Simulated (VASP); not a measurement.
Wanted: the native input for a VASP 6.6.1 run.

```
Task                   : single point
Functional             : LDA
Potentials or basis    : VASP PAW LDA potentials, release 64 (Zn, S)
Cutoff                 : 520 eV
k mesh                 : 6 × 6 × 6
Occupations            : gaussian, width 0.02 eV
Spin                   : no spin polarisation
Dipole correction      : no
Further INCAR settings : ALGO = Normal; EDIFF = 1e-07; NBANDS = 60
```

The structure of ZnS2 lies in POSCAR:

```
ZnS2
1.0
    5.8276982799      0.0000000000      0.0000000000
    0.0000000000      5.8276982799      0.0000000000
    0.0000000000      0.0000000000      5.8276982799
Zn S
4 8
Direct
    0.5000000000      0.5000000000      0.0000000000
    0.5000000000      0.0000000000      0.5000000000
    0.0000000000      0.5000000000      0.5000000000
    0.0000000000      0.0000000000      0.0000000000
    0.1023687240      0.8976312760      0.3976312760
    0.8976312760      0.3976312760      0.1023687240
    0.3976312760      0.1023687240      0.8976312760
    0.6023687240      0.6023687240      0.6023687240
    0.8976312760      0.1023687240      0.6023687240
    0.1023687240      0.6023687240      0.8976312760
    0.6023687240      0.8976312760      0.1023687240
    0.3976312760      0.3976312760      0.3976312760
```

The input as run:

INCAR

```
  ALGO = Normal
  EDIFF = 1E-7
  ENCUT = 520
  ISIF = 2
  ISMEAR = 0
  LASPH = True
  LCHARG = False
  LREAL = False
  LWAVE = False
  NBANDS = 60
  NELM = 60
  PREC = Accurate
  SIGMA = 0.02
```

KPOINTS

```
k-points
0
Gamma
  6 6 6
```

Potentials or basis: VASP PAW LDA potentials, release 64 (Zn, S).

The run is started by

```sh
$ cat potpaw_LDA.64/Zn/POTCAR potpaw_LDA.64/S/POTCAR > POTCAR
$ mpirun -np 1 vasp_std > vasp.out
```

It gave:

- Pressure: 0.0 GPa
- Largest force: 0.119 eV/Å
- Band gap on the k mesh: 1.36 eV

It took 5.7 min on 1 thread of Intel(R) Xeon(R) Platinum 8488C (Sapphire Rapids) (shared host), peak memory 0.37 GiB.
